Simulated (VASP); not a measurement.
# Pt (Im-3m) in VASP: notebook, part 2 of 2

VASP 6.6.1. Earlier steps stand in the parts before.

## Step 3: Relaxation of cell and atoms, PBE, target pressure 41 GPa, at which the enthalpy is minimised

This run uses another cell than the first one, of 13.99 Å³/atom, 1.008 times its volume.

INCAR

```
SYSTEM = Pt
PREC = Accurate
ENCUT = 600
EDIFF = 1E-6
ISMEAR = -1
SIGMA = 0.1
LREAL = .FALSE.
LASPH = .TRUE.
NELM = 100
ALGO = Normal
ISIF = 3
LWAVE = .FALSE.
LCHARG = .FALSE.
GGA = PE
IBRION = 2
NSW = 32
EDIFFG = -0.005
PSTRESS = 410.0
```

KPOINTS

```
Automatic mesh
0
G
  18 18 18
  0 0 0
```

POSCAR

```
Pt
1.0
   -1.5180869009      1.5180869009      1.5180869009
    1.5180869009     -1.5180869009      1.5180869009
    1.5180869009      1.5180869009     -1.5180869009
Pt
1
Direct
    0.0000000000      0.0000000000      0.0000000000
```

Potentials or basis: VASP PAW PBE potentials, release 64 (Pt).

Run with:

```sh
$ cat potpaw_PBE.64/Pt/POTCAR > POTCAR
$ mpirun -np 1 vasp_std > vasp.out
```

OUTCAR:

```text
SYSTEM = Pt
   PREC = Accurate
   ENCUT = 600
   EDIFF = 1E-6
   ISMEAR = -1
   LREAL = .FALSE.
   LASPH = .TRUE.
   NELM = 100
   ISIF = 3
   GGA = PE
   IBRION = 2
   NSW = 32
   EDIFFG = -0.005
   PSTRESS = 410.0

 ion  position               nearest neighbor table
   1  0.000  0.000  0.000-

  LATTYP: Found a body centered cubic cell.
 ALAT       =     3.0361738018

  Lattice vectors:

 A1 = (  -1.5180869009,   1.5180869009,   1.5180869009)
 A2 = (   1.5180869009,  -1.5180869009,   1.5180869009)
 A3 = (   1.5180869009,   1.5180869009,  -1.5180869009)

Analysis of symmetry for initial positions (statically):
=====================================================================
 Subroutine PRICEL returns:
 Original cell was already a primitive cell.

 Routine SETGRP: Setting up the symmetry group for a
 body centered cubic supercell.

 Subroutine GETGRP returns: Found 48 space group operations
 (whereof 48 operations were pure point group operations)
 out of a pool of 48 trial point group operations.

The static configuration has the point symmetry O_h .

Analysis of symmetry for dynamics (positions and initial velocities):
=====================================================================
 Subroutine PRICEL returns:
 Original cell was already a primitive cell.

 Routine SETGRP: Setting up the symmetry group for a
 body centered cubic supercell.

 Subroutine GETGRP returns: Found 48 space group operations
 (whereof 48 operations were pure point group operations)
 out of a pool of 48 trial point group operations.

The dynamic configuration has the point symmetry O_h .

 Subroutine INISYM returns: Found 48 space group operations
 (whereof 48 operations are pure point group operations),
 and found     1 'primitive' translations

----------------------------------------------------------------------------------------

                                     Primitive cell

  volume of cell :      13.9943

  direct lattice vectors                    reciprocal lattice vectors
    -1.518086901  1.518086901  1.518086901     0.000000000  0.329361909  0.329361909
     1.518086901 -1.518086901  1.518086901     0.329361909  0.000000000  0.329361909
     1.518086901  1.518086901 -1.518086901     0.329361909  0.329361909  0.000000000

  length of vectors
     2.629403643  2.629403643  2.629403643     0.465788079  0.465788079  0.465788079

  position of ions in fractional coordinates (direct lattice)
     0.000000000  0.000000000  0.000000000

  ion indices of the primitive-cell ions
   primitive index   ion index
                 1           1

----------------------------------------------------------------------------------------

 KPOINTS: Automatic mesh

Automatic generation of k-mesh.
 Grid dimensions read from file:
 generate k-points for:   18   18   18

 Generating k-lattice:

  Cartesian coordinates                     Fractional coordinates (reciprocal lattice)
     0.000000000  0.018297884  0.018297884     0.055555556  0.000000000  0.000000000
[... 42 lines left out ...]
   number of dos      NEDOS =    301   number of ions     NIONS =      1
   total plane-waves  NPLWV =  13824
   dimension x,y,z NGX =    24 NGY =   24 NGZ =   24
   dimension x,y,z NGXF=    48 NGYF=   48 NGZF=   48
   ions per type =               1
   NGX,Y,Z   is equivalent  to a cutoff of  15.17, 15.17, 15.17 a.u.
   NGXF,Y,Z  is equivalent  to a cutoff of  30.35, 30.35, 30.35 a.u.
 SYSTEM =  Pt
   PREC   = accura    normal or accurate (medium, high low for compatibility)
   ISTART =      0    job   : 0-new  1-cont  2-samecut
   ICHARG =      2    charge: 1-file 2-atom 10-const
   ISPIN  =      1    spin polarized calculation?
   LNONCOLLINEAR =      F non collinear calculations
   LSORBIT =      F    spin-orbit coupling
   LASPH  =      T    aspherical Exc in radial PAW
   ENCUT  =  600.0 eV  44.10 Ry    6.64 a.u.   5.25  5.25  5.25*2*pi/ulx,y,z
   NELM   =    100;   NELMIN=  2; NELMDL= -5     # of ELM steps
   EDIFF  = 0.1E-05   stopping-criterion for ELM
   LREAL  =      F    real-space projection
   EDIFFG = -.5E-02   stopping-criterion for IOM
   NSW    =     32    number of steps for IOM
   IBRION =      2    ionic relax: 0-MD 1-quasi-New 2-CG
   NFREE  =      1    steps in history (QN), initial steepest desc. (CG)
   ISIF   =      3    stress and relaxation
   ISYM   =      2    0-nonsym 1-usesym 2-fastsym
   POTIM  = 0.5000    time-step for ionic-motion
   TEBEG  =    0.0;   TEEND  =   0.0 temperature during run
   PSTRESS=  410.0 pullay stress
   NELECT =      10.0000    total number of electrons
   NUPDOWN=      -1.0000    fix difference up-down
   EMIN   =  10.00;   EMAX   =-10.00  energy-range for DOS
   EFERMI =   0.00;   METHOD = LEGACY
   ISMEAR =    -1;   SIGMA  =   0.10  broadening in eV -4-tet -1-fermi 0-gaus
   EFERMI_NEDOS =   21; number of points for ismear=-14 and -15
   IALGO  =     38    algorithm
   IMIX   =      4    mixing-type and parameters
     AMIX     =   0.40;   BMIX     =  1.00
     AMIX_MAG =   1.60;   BMIX_MAG =  1.00
  volume/ion in A,a.u.               =      13.99        94.44
  Fermi-wavevector in a.u.,A,eV,Ry     =   1.463608  2.765819 29.145711  2.142149
  Thomas-Fermi vector in A             =   2.579683
   LORBIT       =      0    0 simple, 1 ext, 2 COOP (PROOUT), +10 PAW based schemes
   GGA     = PE    functional components
   LHFCALC =     F    Hartree Fock is set to
   AEXX    =    0.0000 exact exchange contribution
   IVDW    =     0    specifies the selected vdW correction
   LEPSILON=     F    determine dielectric tensor
   LRPA    =     F    only Hartree local field effects (RPA)
 conjugate gradient relaxation of ions
 non-spin polarized calculation
  energy-cutoff  :      600.00
  volume of cell :       13.99
 maximum number of plane-waves:       478
 NGX is ok and might be reduce to    24
   NGX = 11   NGY = 11   NGZ = 11

--------------------------------------- Ionic step        1  -------------------------------------------

 number of electron      10.0000000 magnetization

 Free energy of the ion-electron system (eV)
  ---------------------------------------------------
  ext. energy  EPLUGINS =         0.00000000
  ---------------------------------------------------
  free energy    TOTEN  =        -5.81857782 eV

  energy without entropy =       -5.79450516  energy(sigma->0) =       -5.80654149

------------------------ aborting loop because EDIFF is reached ----------------------------------------

  FORCE on cell =-STRESS in cart. coord.  units (eV):
  Direction    XX          YY          ZZ          XY          YZ          ZX
  --------------------------------------------------------------------------------------
  -------------------------------------------------------------------------------------
  Total        3.5419747      3.5419747      3.5419747      0.0000000      0.0000000     -0.0000000
  in kB      405.5142779    405.5142779    405.5142779      0.0000000      0.0000000     -0.0000000
  external PRESSURE =      -4.4857221 kB  Pullay stress =     410.0000000 kB
[... 61 lines left out ...]
--------------------------------------- Ionic step        3  -------------------------------------------

 number of electron      10.0000000 magnetization

 Free energy of the ion-electron system (eV)
  ---------------------------------------------------
  ext. energy  EPLUGINS =         0.00000000
  ---------------------------------------------------
  free energy    TOTEN  =        -5.81486126 eV

  energy without entropy =       -5.79084428  energy(sigma->0) =       -5.80285277

 E-fermi :  12.5621     XC(G=0): -13.9412

 val. band max:       12.4954776077   @ k =  -0.3889  -0.4444   0.1111
 cond. band min:      12.5786202339   @ k =  -0.3889   0.3889   0.2222
 fundamental gap:      0.0831426262
 Fermi energy:        12.5621450022

 k-point     1 :       0.0000    0.0000    0.0000
  band No.  band energies     occupation
      1       1.7009      2.00000
      2       8.3277      2.00000
      3       8.3277      2.00000
      4       8.3277      2.00000
      5      11.2974      1.99999
      6      11.2974      1.99999
      7      29.5175      0.00000
      8      29.5175      0.00000
      9      29.5175      0.00000
[... 265 lines left out ...]
 k-point    24 :       0.3889    0.1111    0.0000
  band No.  band energies     occupation
      1       5.0829      2.00000
      2       6.7561      2.00000
      3      10.1138      2.00000
      4      11.0831      2.00000
      5      12.1671      1.96222
      6      14.9884      0.00000
      7      20.5430      0.00000
      8      26.1488      0.00000
      9      28.9106      0.00000

 [... further k-points ...]

------------------------ aborting loop because EDIFF is reached ----------------------------------------

  FORCE on cell =-STRESS in cart. coord.  units (eV):
  Direction    XX          YY          ZZ          XY          YZ          ZX
  --------------------------------------------------------------------------------------
  -------------------------------------------------------------------------------------
  Total        3.5797343      3.5797343      3.5797343      0.0000000      0.0000000     -0.0000000
  in kB      410.2655808    410.2655808    410.2655808      0.0000000      0.0000000     -0.0000000
  external PRESSURE =       0.2655808 kB  Pullay stress =     410.0000000 kB
[... 20 lines left out ...]
  energy  without entropy=       -5.7908442780  energy(sigma->0) =       -5.80285277

  enthalpy is  TOTEN    =        -2.2374442970 eV   P V=        3.5774169630

 reached required accuracy - stopping structural energy minimisation
```

OSZICAR:

```text
N       E                     dE             d eps       ncg     rms          rms(c)
DAV:   1     0.425726607901E+02    0.42573E+02   -0.61573E+03  3534   0.118E+03
DAV:   2    -0.569445239826E+01   -0.48267E+02   -0.46822E+02  3730   0.205E+02
DAV:   3    -0.616019341438E+01   -0.46574E+00   -0.45321E+00  4049   0.204E+01
DAV:   4    -0.616171233009E+01   -0.15189E-02   -0.15188E-02  3806   0.123E+00
[... 16 lines left out ...]
DAV:   1    -0.581649970366E+01   -0.18582E-01   -0.41339E-02  3526   0.221E+00    0.324E-01
DAV:   2    -0.581498250474E+01    0.15172E-02   -0.40566E-03  3544   0.580E-01    0.140E-01
DAV:   3    -0.581485811236E+01    0.12439E-03   -0.58527E-04  3674   0.207E-01    0.629E-02
DAV:   4    -0.581486118393E+01   -0.30716E-05   -0.18120E-05  3883   0.344E-02    0.311E-03
DAV:   5    -0.581486126009E+01   -0.76164E-07   -0.16986E-07  2024   0.377E-03
   3 F= -.22374443E+01 E0= -.22254358E+01  d E =-.218537E-04
```

It took 17 s on 1 thread of Intel Xeon 6975P-C (Granite Rapids), shared host; peak memory 0.17 GiB.

Results:

```yaml
Free_energy: -5.8149 eV
Relaxed_volume: 13.98 Å³/atom
Relaxed_cell: a = 2.628 Å, b = 2.628 Å, c = 2.628 Å, α = 109.47°, β = 109.47°, γ = 109.47°
Space_group_after_relaxing_to_0.05_Å: Im-3m (No. 229)
Energy_change_on_relaxing_the_enthalpy_is_what_falls: +3.7 meV/atom
Ionic_steps: 3
Pressure_after_relaxing: 41.0 GPa
Band_gap_on_the_k_mesh: zero (band 5 reaches 13.79 eV, above the bottom of band 6 at 11.14 eV)
```

Step by step:
| step | energy change (eV) | largest force (eV/Å) | pressure (GPa) | volume (Å³) |
| --- | --- | --- | --- | --- |
| 1 | 0.0000 | 0.0000 | 40.55 | 13.99 |
| 2 | 0.0207 | 0.0000 | 43.07 | 13.92 |
| 3 | 0.0037 | 0.0000 | 41.03 | 13.98 |

Final structure:
```
CELL_PARAMETERS angstrom
-1.51756 1.51756 1.51756
1.51756 -1.51756 1.51756
1.51756 1.51756 -1.51756
ATOMIC_POSITIONS crystal
Pt 0.00000 0.00000 0.00000
```

Levels at points of the mesh, in eV from the Fermi level:
| k point | band 1 | band 2 | band 3 | band 4 | band 5 | band 6 | band 7 | band 8 | band 9 |
| --- | --- | --- | --- | --- | --- | --- | --- | --- | --- |
| (0.00, 0.00, 0.00) | -10.86 | -4.23 | -4.23 | -4.23 | -1.26 | -1.26 | 16.96 | 16.96 | 16.96 |
| (0.50, 0.00, 0.00) | -7.86 | -5.96 | -1.45 | -0.83 | -0.16 | 1.30 | 7.40 | 13.18 | 16.89 |
| (0.50, 0.50, 0.50) | -7.43 | -7.43 | 0.65 | 0.65 | 0.65 | 7.92 | 7.92 | 7.92 | 14.64 |

Caveat: the cell is relaxed towards a set pressure, so the enthalpy falls and the energy may rise; spin-orbit coupling is left out, which moves the levels of the heavy elements.
